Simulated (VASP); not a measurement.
# Ir16CO in VASP: relaxation of the atoms with PBE

Aim: the relaxation of the atoms of Ir16CO with PBE.

All numbers are computed with VASP 6.6.1; they aren't measurements. Logs are shortened: lines on timing, memory, paths and dates and some standing lists are left out, and cuts for length are marked.

## Step 1: The cell of the first run

The cell holds a slab with vacuum, 18 atoms: a = 5.474 Å, b = 5.474 Å, c = 26.854 Å, α = 90.00°, β = 90.00°, γ = 120.00°.

## Step 2: Relaxation of the atoms, PBE

INCAR

```
SYSTEM = Ir16CO
ALGO = Normal
DIPOL = 0.5 0.5 0.463
EDIFF = 1E-7
EDIFFG = -0.03
ENCUT = 520
GGA = PE
GGA_COMPAT = .False.
IBRION = 2
IDIPOL = 3
ISIF = 2
ISMEAR = 0
KPAR = 4
LASPH = .True.
LCHARG = .False.
LDIPOL = .True.
LREAL = .False.
LWAVE = .False.
NELM = 120
NELMDL = -8
NELMIN = 4
NSW = 90
PREC = Accurate
SIGMA = 0.1
```

KPOINTS

```
k-points
0
Gamma
  6 6 1
  0 0 0
```

POSCAR

```
Ir16CO
1.0
    5.4739412009      0.0000000000      0.0000000000
   -2.7369706004      4.7405721388      0.0000000000
    0.0000000000      0.0000000000     26.8541814121
Ir C O
16 1 1
Selective dynamics
Direct
    0.3333333333      0.1666666667      0.3165242638  F F F
    0.3333333333      0.6666666667      0.3165242638  F F F
    0.8333333333      0.1666666667      0.3165242638  F F F
    0.8333333333      0.6666666667      0.3165242638  F F F
    0.6666666667      0.3333333333      0.3997413651  F F F
    0.6666666667      0.8333333333      0.3997413651  F F F
    0.1666666667      0.3333333333      0.3997413651  F F F
    0.1666666667      0.8333333333      0.3997413651  F F F
    0.0000000000      0.5000000000      0.4815663376  T T T
    0.0000000000      0.0000000000      0.4815663376  T T T
    0.5000000000      0.5000000000      0.4815663376  T T T
    0.5000000000      0.0000000000      0.4815663376  T T T
    0.3333333333      0.6666666667      0.5632208737  T T T
    0.3333333333      0.1666666667      0.5632208737  T T T
    0.8333333333      0.6666666667      0.5632208737  T T T
    0.8333333333      0.1666666667      0.5632208737  T T T
    0.1666666667      0.3333333333      0.6213123857  T T T
    0.1666666667      0.3333333333      0.6641362566  T T T
```

Potentials or basis: VASP PAW PBE potentials, release 64 (Ir, C, O).

Command:

```sh
$ cat potpaw_PBE.64/Ir/POTCAR potpaw_PBE.64/C/POTCAR potpaw_PBE.64/O/POTCAR > POTCAR
$ mpirun -np 4 vasp_std > vasp.out
```

OUTCAR:

```text
SYSTEM = Ir16CO
   EDIFF = 1E-7
   EDIFFG = -0.03
   ENCUT = 520
   GGA = PE
   IBRION = 2
   ISIF = 2
   ISMEAR = 0
   LASPH = .True.
   LREAL = .False.
   NELM = 120
   NELMDL = -8
   NELMIN = 4
   NSW = 90
   PREC = Accurate

 ion  position               nearest neighbor table
   1  0.333  0.167  0.317-   7 2.74   8 2.74   5 2.74   2 2.74   2 2.74   3 2.74   3 2.74   4 2.74
                             4 2.74
   2  0.333  0.667  0.317-   8 2.74   7 2.74   6 2.74   1 2.74   1 2.74   4 2.74   4 2.74   3 2.74
                             3 2.74
   3  0.833  0.167  0.317-   5 2.74   6 2.74   7 2.74   4 2.74   4 2.74   1 2.74   1 2.74   2 2.74
                             2 2.74
   4  0.833  0.667  0.317-   6 2.74   5 2.74   8 2.74   3 2.74   3 2.74   2 2.74   2 2.74   1 2.74
                             1 2.74
   5  0.667  0.333  0.400-  12 2.71   9 2.71  11 2.71   3 2.74   4 2.74   1 2.74   6 2.74   6 2.74
                             7 2.74   7 2.74   8 2.74   8 2.74
   6  0.667  0.833  0.400-  11 2.71  10 2.71  12 2.71   4 2.74   3 2.74   2 2.74   5 2.74   5 2.74
                             8 2.74   8 2.74   7 2.74   7 2.74
   7  0.167  0.333  0.400-  10 2.71  11 2.71   9 2.71   1 2.74   2 2.74   3 2.74   8 2.74   8 2.74
                             5 2.74   5 2.74   6 2.74   6 2.74
   8  0.167  0.833  0.400-   9 2.71  12 2.71  10 2.71   2 2.74   1 2.74   4 2.74   7 2.74   7 2.74
                             6 2.74   6 2.74   5 2.74   5 2.74
   9  0.000  0.500  0.482-  16 2.70  13 2.70  15 2.70   8 2.71   5 2.71   7 2.71  10 2.74  10 2.74
                            11 2.74  11 2.74  12 2.74  12 2.74
  10  0.000  0.000  0.482-  15 2.70  14 2.70  16 2.70   7 2.71   6 2.71   8 2.71   9 2.74   9 2.74
                            12 2.74  12 2.74  11 2.74  11 2.74
  11  0.500  0.500  0.482-  14 2.70  15 2.70  13 2.70   6 2.71   7 2.71   5 2.71  12 2.74  12 2.74
                             9 2.74   9 2.74  10 2.74  10 2.74
  12  0.500  0.000  0.482-  13 2.70  16 2.70  14 2.70   5 2.71   8 2.71   6 2.71  11 2.74  11 2.74
                            10 2.74  10 2.74   9 2.74   9 2.74
  13  0.333  0.667  0.563-  17 2.22  12 2.70   9 2.70  11 2.70  14 2.74  14 2.74  15 2.74  15 2.74
                            16 2.74  16 2.74
  14  0.333  0.167  0.563-  17 2.22  11 2.70  10 2.70  12 2.70  13 2.74  13 2.74  16 2.74  16 2.74
                            15 2.74  15 2.74
  15  0.833  0.667  0.563-  10 2.70  11 2.70   9 2.70  16 2.74  16 2.74  13 2.74  13 2.74  14 2.74
                            14 2.74
  16  0.833  0.167  0.563-  17 2.22   9 2.70  12 2.70  10 2.70  15 2.74  15 2.74  14 2.74  14 2.74
                            13 2.74  13 2.74
  17  0.167  0.333  0.621-  18 1.15  14 2.22  13 2.22  16 2.22
  18  0.167  0.333  0.664-  17 1.15

  LATTYP: Found a hexagonal cell.
 ALAT       =     5.4739412009
 C/A-ratio  =     4.9058220442

  Lattice vectors:

 A1 = (   5.4739412009,   0.0000000000,   0.0000000000)
 A2 = (  -2.7369706004,   4.7405721388,   0.0000000000)
 A3 = (   0.0000000000,   0.0000000000,  26.8541814121)

Analysis of symmetry for initial positions (statically):
=====================================================================
 Subroutine PRICEL returns:
 Original cell was already a primitive cell.

 Routine SETGRP: Setting up the symmetry group for a
 hexagonal supercell.

 Subroutine GETGRP returns: Found  6 space group operations
 (whereof  2 operations were pure point group operations)
 out of a pool of 24 trial point group operations.

The static configuration has the point symmetry C_1h.
 The point group associated with its full space group is C_3v.

Analysis of symmetry for dynamics (positions and initial velocities):
=====================================================================
 Subroutine PRICEL returns:
 Original cell was already a primitive cell.

 Routine SETGRP: Setting up the symmetry group for a
 hexagonal supercell.

 Subroutine GETGRP returns: Found  6 space group operations
 (whereof  2 operations were pure point group operations)
 out of a pool of 24 trial point group operations.

The dynamic configuration has the point symmetry C_1h.
 The point group associated with its full space group is C_3v.

Analysis of constrained symmetry for selective dynamics:
=====================================================================
 Subroutine PRICEL returns:
 Original cell was already a primitive cell.

 Routine SETGRP: Setting up the symmetry group for a
 hexagonal supercell.

 Subroutine GETGRP returns: Found  6 space group operations
 (whereof  2 operations were pure point group operations)
 out of a pool of 24 trial point group operations.

The constrained configuration has the point symmetry C_1h.
 The point group associated with its full space group is C_3v.

 Subroutine INISYM returns: Found  6 space group operations
 (whereof  2 operations are pure point group operations),
 and found     1 'primitive' translations

----------------------------------------------------------------------------------------

                                     Primitive cell
[... 66 lines left out ...]

  Length of vectors
     0.035157500  0.035157500  0.037238149

  Shift w.r.t. Gamma in fractional coordinates (k-lattice)
     0.000000000  0.000000000  0.000000000

 Subroutine IBZKPT returns following result:
 ===========================================

 Found      7 irreducible k-points:

 Following reciprocal coordinates:
            Coordinates               Weight
  0.000000  0.000000  0.000000      1.000000
  0.166667  0.000000  0.000000      6.000000
  0.333333  0.000000  0.000000      6.000000
  0.500000  0.000000  0.000000      3.000000
  0.166667  0.166667  0.000000      6.000000
  0.333333  0.166667  0.000000     12.000000
  0.333333  0.333333  0.000000      2.000000
   k-points           NKPTS =      7   k-points in BZ     NKDIM =      7   number of bands    NBANDS=     92
   number of dos      NEDOS =    301   number of ions     NIONS =     18
   total plane-waves  NPLWV = 352800
   dimension x,y,z NGX =    42 NGY =   42 NGZ =  200
   dimension x,y,z NGXF=    84 NGYF=   84 NGZF=  400
   ions per type =              16   1   1
   NGX,Y,Z   is equivalent  to a cutoff of  12.76, 12.76, 12.38 a.u.
   NGXF,Y,Z  is equivalent  to a cutoff of  25.51, 25.51, 24.76 a.u.
 SYSTEM =  Ir16CO
   PREC   = accura    normal or accurate (medium, high low for compatibility)
   ISTART =      0    job   : 0-new  1-cont  2-samecut
   ICHARG =      2    charge: 1-file 2-atom 10-const
   ISPIN  =      1    spin polarized calculation?
   LNONCOLLINEAR =      F non collinear calculations
   LSORBIT =      F    spin-orbit coupling
   LASPH  =      T    aspherical Exc in radial PAW
   ENCUT  =  520.0 eV  38.22 Ry    6.18 a.u.  10.18 10.18 49.93*2*pi/ulx,y,z
   NELM   =    120;   NELMIN=  4; NELMDL= -8     # of ELM steps
   EDIFF  = 0.1E-06   stopping-criterion for ELM
   LREAL  =      F    real-space projection
   EDIFFG = -.3E-01   stopping-criterion for IOM
   NSW    =     90    number of steps for IOM
   IBRION =      2    ionic relax: 0-MD 1-quasi-New 2-CG
   NFREE  =      1    steps in history (QN), initial steepest desc. (CG)
   ISIF   =      2    stress and relaxation
   ISYM   =      2    0-nonsym 1-usesym 2-fastsym
   POTIM  = 0.5000    time-step for ionic-motion
   TEBEG  =    0.0;   TEEND  =   0.0 temperature during run
   PSTRESS=    0.0 pullay stress
   NELECT =     154.0000    total number of electrons
   NUPDOWN=      -1.0000    fix difference up-down
   EMIN   =  10.00;   EMAX   =-10.00  energy-range for DOS
   EFERMI =   0.00;   METHOD = LEGACY
   ISMEAR =     0;   SIGMA  =   0.10  broadening in eV -4-tet -1-fermi 0-gaus
   EFERMI_NEDOS =   21; number of points for ismear=-14 and -15
   IALGO  =     38    algorithm
   IMIX   =      4    mixing-type and parameters
     AMIX     =   0.40;   BMIX     =  1.00
     AMIX_MAG =   1.60;   BMIX_MAG =  1.00
  volume/ion in A,a.u.               =      38.71       261.26
  Fermi-wavevector in a.u.,A,eV,Ry     =   0.989770  1.870393 13.328865  0.979644
  Thomas-Fermi vector in A             =   2.121392
   LORBIT       =      0    0 simple, 1 ext, 2 COOP (PROOUT), +10 PAW based schemes
   GGA     = PE    functional components
   LHFCALC =     F    Hartree Fock is set to
   AEXX    =    0.0000 exact exchange contribution
   IVDW    =     0    specifies the selected vdW correction
   LEPSILON=     F    determine dielectric tensor
   LRPA    =     F    only Hartree local field effects (RPA)
 conjugate gradient relaxation of ions
 non-spin polarized calculation
 Gauss-broadening in eV      SIGMA  =   0.10
  energy-cutoff  :      520.00
  volume of cell :      696.86
 maximum number of plane-waves:     18804
 NGX is ok and might be reduce to    42
   NGX = 21   NGY = 21   NGZ = 99

 dipolmoment           0.000000      0.000000     -1.508331 electrons x Angstroem

--------------------------------------- Ionic step        1  -------------------------------------------

 number of electron     153.9999990 magnetization

 Free energy of the ion-electron system (eV)
  ---------------------------------------------------
  ext. energy  EPLUGINS =         0.00000000
  ---------------------------------------------------
  free energy    TOTEN  =      -150.47157823 eV

  energy without entropy =     -150.37449552  energy(sigma->0) =     -150.42303688

------------------------ aborting loop because EDIFF is reached ----------------------------------------

  FORCE on cell =-STRESS in cart. coord.  units (eV):
  Direction    XX          YY          ZZ          XY          YZ          ZX
  --------------------------------------------------------------------------------------
  -------------------------------------------------------------------------------------
  Total      -12.0925226    -12.0925226      2.5157707     -0.0000000     -0.0000000      0.0000000
  in kB      -27.8025535    -27.8025535      5.7841404     -0.0000000     -0.0000000      0.0000000
  external PRESSURE =     -16.6069889 kB  Pullay stress =       0.0000000 kB
[... 137 lines left out ...]
  FREE ENERGIE OF THE ION-ELECTRON SYSTEM (eV)
  ---------------------------------------------------
  free  energy   TOTEN  =      -150.3496095935 eV

  energy  without entropy=     -150.2532430303  energy(sigma->0) =     -150.30142631

[... ionic steps 4 to 16 ...]

--------------------------------------- Ionic step       17  -------------------------------------------

 number of electron     153.9999989 magnetization

------------------------ aborting loop because EDIFF is reached ----------------------------------------
[... 99 lines left out ...]
--------------------------------------- Ionic step       19  -------------------------------------------

 number of electron     153.9999989 magnetization

 dipolmoment           0.000000      0.000000      0.139155 electrons x Angstroem

 Free energy of the ion-electron system (eV)
  ---------------------------------------------------
  ext. energy  EPLUGINS =         0.00000000
  ---------------------------------------------------
  free energy    TOTEN  =      -150.65335959 eV

  energy without entropy =     -150.55597802  energy(sigma->0) =     -150.60466881

 E-fermi :  -0.4141     XC(G=0):  -5.5822

 val. band max:       -0.4199875480   @ k =   0.3333   0.0000   0.0000
 cond. band min:      -0.3974127511   @ k =   0.3333   0.3333   0.0000
 fundamental gap:      0.0225747969
 Fermi energy:        -0.4140565062

 k-point     1 :       0.0000    0.0000    0.0000
  band No.  band energies     occupation
      1     -22.6733      2.00000
      2     -11.4556      2.00000
      3     -10.5550      2.00000
      4      -9.0508      2.00000
      5      -8.0354      2.00000
      6      -7.9200      2.00000
[... 633 lines left out ...]
     88      -0.0339      0.00000
     89       0.0133      0.00000
 [bands above 89 left out]

------------------------ aborting loop because EDIFF is reached ----------------------------------------

 vacuum level on the upper side and lower side of the slab       (xc-potential included)         0.471        -0.480

  FORCE on cell =-STRESS in cart. coord.  units (eV):
  Direction    XX          YY          ZZ          XY          YZ          ZX
  --------------------------------------------------------------------------------------
  -------------------------------------------------------------------------------------
  Total      -12.6007625    -12.6007625     -4.3177000     -0.0000000     -0.0000000      0.0000000
  in kB      -28.9710743    -28.9710743     -9.9270508     -0.0000000     -0.0000000      0.0000000
  external PRESSURE =     -22.6230665 kB  Pullay stress =       0.0000000 kB
[... 33 lines left out ...]
  FREE ENERGIE OF THE ION-ELECTRON SYSTEM (eV)
  ---------------------------------------------------
  free  energy   TOTEN  =      -150.6533595949 eV

  energy  without entropy=     -150.5559780161  energy(sigma->0) =     -150.60466881

 reached required accuracy - stopping structural energy minimisation

 vacuum level on the upper side and lower side of the slab         6.022         5.052
```

Wall time 1.5 h (4 MPI ranks of Intel Xeon 6975P-C (Granite Rapids), shared host); peak memory 1 GiB.

Results:

| Property | Result |
| --- | --- |
| Free energy | -150.6534 eV |
| Energy gained by relaxing | 10.1 meV/atom |
| Ionic steps | 19 |
| Band gap on the k mesh | zero (bands 77 and 78 overlap by 1.26 eV) |

Step by step:
| step | energy change (eV) | largest force on free atoms (eV/Å) | pressure (GPa) |
| --- | --- | --- | --- |
| 1 | 0.0000 | 4.3250 | -1.66 |
| 2 | 1.9309 | 8.3448 | -2.80 |
| 3 | 0.1220 | 5.3469 | -2.52 |
| 4 | -0.0853 | 1.7805 | -2.16 |
| 5 | -0.0933 | 0.8887 | -2.07 |
| 6 | -0.0936 | 0.7550 | -2.06 |
| 7 | -0.1583 | 0.3300 | -2.15 |
| 8 | -0.1657 | 0.2777 | -2.18 |
| 9 | -0.1778 | 0.3228 | -2.19 |
| 10 | -0.1788 | 0.4237 | -2.20 |
| 11 | -0.1549 | 1.8426 | -2.41 |
| 12 | -0.1799 | 0.1256 | -2.24 |
| 13 | -0.1810 | 0.0880 | -2.24 |
| 14 | -0.1816 | 0.0386 | -2.26 |
| 15 | -0.1817 | 0.0336 | -2.26 |
| 16 | -0.1818 | 0.0482 | -2.26 |
| 17 | -0.1818 | 0.0441 | -2.26 |
| 18 | -0.1814 | 0.2329 | -2.28 |
| 19 | -0.1818 | 0.0107 | -2.26 |

Final structure:
```cif
data_structure
_symmetry_space_group_name_H-M 'P 1'
_symmetry_Int_Tables_number 1
_cell_length_a 5.4739
_cell_length_b 5.4739
_cell_length_c 26.8542
_cell_angle_alpha 90.000
_cell_angle_beta 90.000
_cell_angle_gamma 120.000
_cell_volume 696.86
loop_
_atom_site_label
_atom_site_type_symbol
_atom_site_fract_x
_atom_site_fract_y
_atom_site_fract_z
_atom_site_occupancy
Ir1 Ir 0.33333 0.16667 0.31652 1
Ir2 Ir 0.33333 0.66667 0.31652 1
Ir3 Ir 0.83333 0.16667 0.31652 1
Ir4 Ir 0.83333 0.66667 0.31652 1
Ir5 Ir 0.66667 0.33333 0.39974 1
Ir6 Ir 0.66667 0.83333 0.39974 1
Ir7 Ir 0.16667 0.33333 0.39974 1
Ir8 Ir 0.16667 0.83333 0.39974 1
Ir9 Ir 0.00009 0.49991 0.48172 1
Ir10 Ir 0.00009 0.00018 0.48172 1
Ir11 Ir 0.49982 0.49991 0.48172 1
Ir12 Ir 0.50000 0.00000 0.48079 1
Ir13 Ir 0.33546 0.67093 0.56562 1
Ir14 Ir 0.33546 0.16454 0.56562 1
Ir15 Ir 0.83333 0.66667 0.56289 1
Ir16 Ir 0.82907 0.16454 0.56562 1
C1 C 0.16667 0.33333 0.61870 1
O1 O 0.16667 0.33333 0.66322 1
```

Caveat: spin-orbit coupling is left out, which moves the levels of the heavy elements.
